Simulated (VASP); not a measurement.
Crystal: Co.

```
CELL_PARAMETERS angstrom
2.48692 0.00000 0.00000
-1.24346 2.15374 0.00000
0.00000 0.00000 8.14180
ATOMIC_POSITIONS crystal
Co 0.66667 0.33333 0.75000
Co 0.00000 0.00000 0.50000
Co 0.33333 0.66667 0.25000
Co 0.00000 0.00000 0.00000
```

Base run:

```yaml
Program: VASP 6.6.1
Functional: revPBE
Dispersion: D3(BJ)
Potentials_or_basis: VASP PAW PBE potentials, release 64 (Co)
Cutoff: 520 eV
k_mesh: 12 × 12 × 4
Occupations: fermi-dirac, width 0.05 eV
Spin: collinear spin, ferromagnetic start
Starting_moments: "[2.0, 2.0, 2.0, 2.0] μB"
```

Its results: pressure -8.4 GPa; net moment 6.67 μB per cell; site moments Co +1.70, +1.68 (each value once) μB.

**Question.** The run is repeated on the same cell with these changes: functional from revPBE to BLYP. What comes out?

**Answer.** Pressure -5.8 GPa; net moment 6.48 μB per cell; site moments Co +1.64, +1.62 (each value once) μB.

Caveats: the cell stands under tension; the PAW data sets were made with another functional, which shifts forces and pressure a little.
